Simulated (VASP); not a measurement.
**PdPt2S6: single point with PBE**

The system is PdPt2S6.

```
Pd Pt S
1.0
     3.09172    1.78500    6.45154
    -3.09172    1.78500    6.45154
     0.00000   -3.57001    6.45154
Pd Pt S
1 2 6
Direct
  0.50000 0.50000 0.50000
  0.16668 0.16668 0.16668
  0.83332 0.83332 0.83332
  0.43630 0.10265 0.77006
  0.10265 0.77006 0.43630
  0.77006 0.43630 0.10265
  0.56370 0.89735 0.22994
  0.22994 0.56370 0.89735
  0.89735 0.22994 0.56370
```

```json
{
 "Program": "VASP 6.6.1",
 "Task": "single point",
 "Functional": "PBE",
 "Potentials or basis": "VASP PAW PBE potentials, release 64 (Pd, Pt, S)",
 "Cutoff": "520 eV",
 "k mesh": "6 × 6 × 6",
 "Occupations": "gaussian, width 0.02 eV",
 "Spin": "no spin polarisation",
 "Dipole correction": "no",
 "Further INCAR settings": "ALGO = Normal; EDIFF = 1e-07; NBANDS = 43"
}
```

```
Pressure               : -0.4 GPa
Largest force          : 0.041 eV/Å
Band gap on the k mesh : 1.25 eV (least direct gap 1.36 eV)
```

Forces on the atoms (eV/Å):
```
Pd   0.000  0.000  0.000
Pt   0.000  0.000  0.000
Pt   0.000  0.000  0.000
S    0.006 -0.011  0.039
S   -0.012  0.000  0.039
S    0.006  0.011  0.039
S   -0.006  0.011 -0.039
S   -0.006 -0.011 -0.039
S    0.012  0.000 -0.039
```

Stress tensor (GPa, compression positive):
```
-0.39  0.00  0.00
 0.00 -0.39  0.00
 0.00  0.00 -0.27
```

Levels at points of the mesh, in eV from the valence-band top:
```
           k point  band 29  band 30  band 31  band 32  band 33  band 34  band 35  band 36  band 37  band 38
(0.00, 0.00, 0.00)    -0.86    -0.86    -0.36    -0.33    -0.33     1.58     1.58     2.10     2.10     2.88
(0.50, 0.00, 0.00)    -0.94    -0.87    -0.65    -0.18     0.00     1.44     1.63     1.93     2.17     2.53
(0.50, 0.50, 0.00)    -0.85    -0.84    -0.56    -0.31    -0.13     1.42     1.59     1.93     2.11     2.43
(0.50, 0.50, 0.50)    -0.81    -0.81    -0.78    -0.34    -0.34     1.46     1.46     1.97     1.97     2.91
```

It took 9.3 min on 1 thread of Intel(R) Xeon(R) Platinum 8375C CPU @ 2.90GHz (Ice Lake) (shared host), peak memory 0.62 GiB.

Caveat: spin-orbit coupling is left out, which moves the levels of the heavy elements. A k mesh can miss the band edges.
